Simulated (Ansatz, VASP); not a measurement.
**SbW: VASP beside Ansatz**

```
CELL_PARAMETERS angstrom
3.23828 0.00000 0.00000
0.00000 3.23828 0.00000
0.00000 0.00000 3.23828
ATOMIC_POSITIONS crystal
W 0.00000 0.00000 0.00000
Sb 0.50000 0.50000 0.50000
```

Change from the starting cell: volume scaled by 0.92, LAPW.

Alike in both runs: task single point; functional PBE; k mesh 12 × 12 × 12; occupations fermi-dirac, width 0.08 eV; no spin polarisation.

|  | VASP | Ansatz |
| --- | --- | --- |
| version | VASP 6.6.1 | Ansatz 0.2.0 |
| potentials or method | VASP PAW PBE potentials, release 64 (W_sv, Sb), cutoff 520 eV | all-electron LAPW, scalar-relativistic |

|  | VASP | Ansatz | Ansatz less VASP |
| --- | --- | --- | --- |
| pressure (GPa) | 18.1 | 17.9 | -0.14 |

Ansatz ran all-electron here, and VASP with PAW potentials.

Spin-orbit coupling is off throughout.
